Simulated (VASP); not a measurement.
# Ga3Sn (Pm-3m) in VASP: further runs

Runs on Ga3Sn. Level: LDA. Tasks: single point.

All numbers are computed with VASP 6.6.1; they aren't measurements. Logs are shortened: lines on timing, memory, paths and dates and some standing lists are left out, and cuts for length are marked.

## 1. The cell of the first run

Symmetry: Pm-3m, No. 221, cubic system. Conventional cell: a = 4.375 Å, b = 4.375 Å, c = 4.375 Å, α = 90.00°, β = 90.00°, γ = 90.00°. Ga (site symmetry 4/mmm) has 8 Ga at 3.09 Å and 4 Sn at 3.09 Å within 4.1 Å. Sn (site symmetry m-3m) has 12 Ga at 3.09 Å within 4.1 Å.

## 2. Single point, LDA

The input, INCAR:

```
PREC = Accurate
ENCUT = 520
EDIFF = 1E-6
ISMEAR = -1
SIGMA = 0.15
LREAL = False
LASPH = True
NELM = 80
ALGO = Normal
ISIF = 2
LWAVE = False
LCHARG = False
NBANDS = 34
```

The input, KPOINTS:

```
Automatic mesh
0
Gamma
  5 5 5
```

The input, POSCAR:

```
Ga3Sn
1.0
    4.3752430000      0.0000000000      0.0000000000
    0.0000000000      4.3752430000      0.0000000000
    0.0000000000      0.0000000000      4.3752430000
Ga Sn
3 1
Direct
    0.0000000000      0.5000000000      0.5000000000
    0.5000000000      0.0000000000      0.5000000000
    0.5000000000      0.5000000000      0.0000000000
    0.0000000000      0.0000000000      0.0000000000
```

Potentials or basis: VASP PAW LDA potentials, release 64 (Ga_d, Sn_d).

On the command line:

```console
> cat potpaw_LDA.64/Ga_d/POTCAR potpaw_LDA.64/Sn_d/POTCAR > POTCAR
> mpirun -np 1 vasp_std > vasp.out
```

OUTCAR:

```text
PREC = Accurate
   ENCUT = 520
   EDIFF = 1E-6
   ISMEAR = -1
   LREAL = False
   LASPH = True
   NELM = 80
   ISIF = 2

 ion  position               nearest neighbor table
   1  0.000  0.500  0.500-   4 3.09   4 3.09   4 3.09   4 3.09
   2  0.500  0.000  0.500-   4 3.09   4 3.09   4 3.09   4 3.09
   3  0.500  0.500  0.000-   4 3.09   4 3.09   4 3.09   4 3.09
   4  0.000  0.000  0.000-   1 3.09   2 3.09   3 3.09   1 3.09   2 3.09   1 3.09   3 3.09   1 3.09
                             2 3.09   3 3.09   2 3.09   3 3.09

  LATTYP: Found a simple cubic cell.
 ALAT       =     4.3752430000

  Lattice vectors:

 A1 = (   4.3752430000,   0.0000000000,   0.0000000000)
 A2 = (   0.0000000000,   4.3752430000,   0.0000000000)
 A3 = (   0.0000000000,   0.0000000000,   4.3752430000)

Analysis of symmetry for initial positions (statically):
=====================================================================
 Subroutine PRICEL returns:
 Original cell was already a primitive cell.

 Routine SETGRP: Setting up the symmetry group for a
 simple cubic supercell.

 Subroutine GETGRP returns: Found 48 space group operations
 (whereof 48 operations were pure point group operations)
 out of a pool of 48 trial point group operations.

The static configuration has the point symmetry O_h .

Analysis of symmetry for dynamics (positions and initial velocities):
=====================================================================
 Subroutine PRICEL returns:
 Original cell was already a primitive cell.

 Routine SETGRP: Setting up the symmetry group for a
 simple cubic supercell.

 Subroutine GETGRP returns: Found 48 space group operations
 (whereof 48 operations were pure point group operations)
 out of a pool of 48 trial point group operations.

The dynamic configuration has the point symmetry O_h .

 Subroutine INISYM returns: Found 48 space group operations
 (whereof 48 operations are pure point group operations),
 and found     1 'primitive' translations

----------------------------------------------------------------------------------------

                                     Primitive cell

  volume of cell :      83.7542

  direct lattice vectors                    reciprocal lattice vectors
     4.375243000  0.000000000  0.000000000     0.228558734  0.000000000  0.000000000
     0.000000000  4.375243000  0.000000000     0.000000000  0.228558734  0.000000000
     0.000000000  0.000000000  4.375243000     0.000000000  0.000000000  0.228558734

  length of vectors
     4.375243000  4.375243000  4.375243000     0.228558734  0.228558734  0.228558734

  position of ions in fractional coordinates (direct lattice)
     0.000000000  0.500000000  0.500000000
     0.500000000  0.000000000  0.500000000
     0.500000000  0.500000000  0.000000000
     0.000000000  0.000000000  0.000000000

  ion indices of the primitive-cell ions
   primitive index   ion index
                 1           1
                 2           2
                 3           3
                 4           4

----------------------------------------------------------------------------------------

 KPOINTS: Automatic mesh

Automatic generation of k-mesh.
 Grid dimensions read from file:
 generate k-points for:    5    5    5

 Generating k-lattice:

  Cartesian coordinates                     Fractional coordinates (reciprocal lattice)
     0.045711747  0.000000000  0.000000000     0.200000000  0.000000000  0.000000000
     0.000000000  0.045711747  0.000000000     0.000000000  0.200000000  0.000000000
     0.000000000  0.000000000  0.045711747     0.000000000  0.000000000  0.200000000

  Length of vectors
     0.045711747  0.045711747  0.045711747

  Shift w.r.t. Gamma in fractional coordinates (k-lattice)
     0.000000000  0.000000000  0.000000000

 Subroutine IBZKPT returns following result:
 ===========================================

 Found     10 irreducible k-points:

 Following reciprocal coordinates:
            Coordinates               Weight
  0.000000  0.000000  0.000000      1.000000
  0.200000  0.000000  0.000000      6.000000
  0.400000  0.000000  0.000000      6.000000
  0.200000  0.200000  0.000000     12.000000
  0.400000  0.200000  0.000000     24.000000
  0.400000  0.400000  0.000000     12.000000
  0.200000  0.200000  0.200000      8.000000
  0.400000  0.200000  0.200000     24.000000
  0.400000  0.400000  0.200000     24.000000
  0.400000  0.400000  0.400000      8.000000
   k-points           NKPTS =     10   k-points in BZ     NKDIM =     10   number of bands    NBANDS=     34
   number of dos      NEDOS =    301   number of ions     NIONS =      4
   total plane-waves  NPLWV =  46656
   dimension x,y,z NGX =    36 NGY =   36 NGZ =   36
   dimension x,y,z NGXF=    72 NGYF=   72 NGZF=   72
   ions per type =               3   1
   NGX,Y,Z   is equivalent  to a cutoff of  13.68, 13.68, 13.68 a.u.
   NGXF,Y,Z  is equivalent  to a cutoff of  27.36, 27.36, 27.36 a.u.
 SYSTEM =  unknown system
   PREC   = accura    normal or accurate (medium, high low for compatibility)
   ISTART =      0    job   : 0-new  1-cont  2-samecut
   ICHARG =      2    charge: 1-file 2-atom 10-const
   ISPIN  =      1    spin polarized calculation?
   LNONCOLLINEAR =      F non collinear calculations
   LSORBIT =      F    spin-orbit coupling
   LASPH  =      T    aspherical Exc in radial PAW
   ENCUT  =  520.0 eV  38.22 Ry    6.18 a.u.   8.14  8.14  8.14*2*pi/ulx,y,z
   NELM   =     80;   NELMIN=  2; NELMDL= -5     # of ELM steps
   EDIFF  = 0.1E-05   stopping-criterion for ELM
   LREAL  =      F    real-space projection
   EDIFFG = 0.1E-04   stopping-criterion for IOM
   NSW    =      0    number of steps for IOM
   IBRION =     -1    ionic relax: 0-MD 1-quasi-New 2-CG
   NFREE  =      0    steps in history (QN), initial steepest desc. (CG)
   ISIF   =      2    stress and relaxation
   ISYM   =      2    0-nonsym 1-usesym 2-fastsym
   POTIM  = 0.5000    time-step for ionic-motion
   TEBEG  =    0.0;   TEEND  =   0.0 temperature during run
   PSTRESS=    0.0 pullay stress
   NELECT =      53.0000    total number of electrons
   NUPDOWN=      -1.0000    fix difference up-down
   EMIN   =  10.00;   EMAX   =-10.00  energy-range for DOS
   EFERMI =   0.00;   METHOD = LEGACY
   ISMEAR =    -1;   SIGMA  =   0.15  broadening in eV -4-tet -1-fermi 0-gaus
   EFERMI_NEDOS =   21; number of points for ismear=-14 and -15
   IALGO  =     38    algorithm
   IMIX   =      4    mixing-type and parameters
     AMIX     =   0.40;   BMIX     =  1.00
     AMIX_MAG =   1.60;   BMIX_MAG =  1.00
  volume/ion in A,a.u.               =      20.94       141.30
  Fermi-wavevector in a.u.,A,eV,Ry     =   1.405501  2.656012 26.877413  1.975434
  Thomas-Fermi vector in A             =   2.527956
   LORBIT       =      0    0 simple, 1 ext, 2 COOP (PROOUT), +10 PAW based schemes
   GGA     = CA    functional components
   LHFCALC =     F    Hartree Fock is set to
   AEXX    =    0.0000 exact exchange contribution
   IVDW    =     0    specifies the selected vdW correction
   LEPSILON=     F    determine dielectric tensor
   LRPA    =     F    only Hartree local field effects (RPA)
 non-spin polarized calculation
  energy-cutoff  :      520.00
  volume of cell :       83.75
 maximum number of plane-waves:      2301
 NGX is ok and might be reduce to    36
   NGX = 17   NGY = 17   NGZ = 17

 number of electron      52.9999992 magnetization

 Free energy of the ion-electron system (eV)
  ---------------------------------------------------
  ext. energy  EPLUGINS =         0.00000000
  ---------------------------------------------------
  free energy    TOTEN  =       -14.92123905 eV

  energy without entropy =      -14.75005163  energy(sigma->0) =      -14.83564534

 E-fermi :   6.2097     XC(G=0): -11.0966

 val. band max:        6.1455053054   @ k =   0.4000   0.2000   0.0000
 cond. band min:       6.2104816229   @ k =   0.2000   0.2000   0.0000
 fundamental gap:      0.0649763175
 Fermi energy:         6.2096837564

 k-point     1 :       0.0000    0.0000    0.0000
  band No.  band energies     occupation
      1     -15.1994      2.00000
      2     -15.1994      2.00000
      3     -15.1938      2.00000
      4     -15.1938      2.00000
      5     -15.1938      2.00000
      6      -8.9230      2.00000
[... 26 lines left out ...]
     33      10.1829      0.00000
     34      13.5598      0.00000

 k-point     2 :       0.2000    0.0000    0.0000
  band No.  band energies     occupation
      1     -15.1987      2.00000
      2     -15.1945      2.00000
      3     -15.1944      2.00000
      4     -15.1944      2.00000
      5     -15.1936      2.00000
      6      -8.9088      2.00000
[... 26 lines left out ...]
     33      10.5200      0.00000
     34      14.0420      0.00000

 k-point     3 :       0.4000    0.0000    0.0000
  band No.  band energies     occupation
      1     -15.1976      2.00000
      2     -15.1955      2.00000
      3     -15.1955      2.00000
      4     -15.1933      2.00000
      5     -15.1867      2.00000
      6      -8.9016      2.00000
[... 26 lines left out ...]
     33      11.5600      0.00000
     34      13.2639      0.00000

 k-point     4 :       0.2000    0.2000    0.0000
  band No.  band energies     occupation
      1     -15.1966      2.00000
      2     -15.1952      2.00000
      3     -15.1943      2.00000
      4     -15.1942      2.00000
      5     -15.1918      2.00000
      6      -8.8959      2.00000
[... 26 lines left out ...]
     33      10.8517      0.00000
     34      13.2296      0.00000

 k-point     5 :       0.4000    0.2000    0.0000
  band No.  band energies     occupation
      1     -15.1978      2.00000
      2     -15.1953      2.00000
      3     -15.1946      2.00000
      4     -15.1940      2.00000
      5     -15.1847      2.00000
      6      -8.8831      2.00000
[... 26 lines left out ...]
     33      11.0040      0.00000
     34      11.5671      0.00000

 k-point     6 :       0.4000    0.4000    0.0000
  band No.  band energies     occupation
      1     -15.2015      2.00000
      2     -15.1951      2.00000
      3     -15.1951      2.00000
      4     -15.1917      2.00000
      5     -15.1796      2.00000
      6      -8.8536      2.00000
[... 26 lines left out ...]
     33      12.3997      0.00000
     34      12.4574      0.00000

 k-point     7 :       0.2000    0.2000    0.2000
  band No.  band energies     occupation
      1     -15.1957      2.00000
      2     -15.1957      2.00000
      3     -15.1955      2.00000
      4     -15.1913      2.00000
      5     -15.1913      2.00000
      6      -8.8969      2.00000
[... 26 lines left out ...]
     33      11.2072      0.00000
     34      11.2072      0.00000

 k-point     8 :       0.4000    0.2000    0.2000
  band No.  band energies     occupation
      1     -15.1977      2.00000
      2     -15.1976      2.00000
      3     -15.1953      2.00000
      4     -15.1908      2.00000
      5     -15.1837      2.00000
      6      -8.8799      2.00000
[... 26 lines left out ...]
     33      11.4083      0.00000
     34      12.1870      0.00000

 k-point     9 :       0.4000    0.4000    0.2000
  band No.  band energies     occupation
      1     -15.2014      2.00000
      2     -15.1975      2.00000
      3     -15.1975      2.00000
      4     -15.1873      2.00000
      5     -15.1797      2.00000
      6      -8.8734      2.00000
[... 26 lines left out ...]
     33      12.7257      0.00000
     34      12.7722      0.00000

 k-point    10 :       0.4000    0.4000    0.4000
  band No.  band energies     occupation
      1     -15.2013      2.00000
      2     -15.2013      2.00000
      3     -15.2012      2.00000
      4     -15.1800      2.00000
      5     -15.1800      2.00000
      6      -8.9020      2.00000
[... 26 lines left out ...]
     33      13.8996      0.00000
     34      13.9039      0.00000

------------------------ aborting loop because EDIFF is reached ----------------------------------------

  FORCE on cell =-STRESS in cart. coord.  units (eV):
  Direction    XX          YY          ZZ          XY          YZ          ZX
  --------------------------------------------------------------------------------------
  -------------------------------------------------------------------------------------
  Total       -1.6720880     -1.6720880     -1.6720880      0.0000000      0.0000000      0.0000000
  in kB      -31.9862385    -31.9862385    -31.9862385      0.0000000      0.0000000      0.0000000
  external PRESSURE =     -31.9862385 kB  Pullay stress =       0.0000000 kB

 VOLUME and BASIS-vectors are now :
 -----------------------------------------------------------------------------
  energy-cutoff  :      520.00
  volume of cell :       83.75
      direct lattice vectors                 reciprocal lattice vectors
     4.375243000  0.000000000  0.000000000     0.228558734  0.000000000  0.000000000
     0.000000000  4.375243000  0.000000000     0.000000000  0.228558734  0.000000000
     0.000000000  0.000000000  4.375243000     0.000000000  0.000000000  0.228558734

 POSITION                                       TOTAL-FORCE (eV/Angst)
 -----------------------------------------------------------------------------------
      0.00000      2.18762      2.18762         0.000000      0.000000      0.000000
      2.18762      0.00000      2.18762         0.000000      0.000000      0.000000
      2.18762      2.18762      0.00000         0.000000      0.000000      0.000000
      0.00000      0.00000      0.00000         0.000000      0.000000      0.000000
 -----------------------------------------------------------------------------------
    total drift:                                0.000000      0.000000      0.000000

  FREE ENERGIE OF THE ION-ELECTRON SYSTEM (eV)
  ---------------------------------------------------
  free  energy   TOTEN  =       -14.9212390492 eV

  energy  without entropy=      -14.7500516344  energy(sigma->0) =      -14.83564534
```

It took 17 s on 1 thread of Intel Xeon 6975P-C, shared host; peak memory 0.18 GiB.

What came out:

* Free energy: -14.9212 eV
* Pressure: -3.2 GPa

Levels at points of the mesh, in eV from the Fermi level:
| k point | band 22 | band 23 | band 24 | band 25 | band 26 | band 27 | band 28 | band 29 | band 30 | band 31 |
| --- | --- | --- | --- | --- | --- | --- | --- | --- | --- | --- |
| (0.00, 0.00, 0.00) | -3.57 | -2.98 | -2.98 | -2.95 | -2.95 | -2.95 | 3.93 | 3.93 | 3.93 | 3.97 |

Caveat: spin-orbit coupling is left out, which moves the levels of the heavy elements.

(Continued in part 2 of 2.)
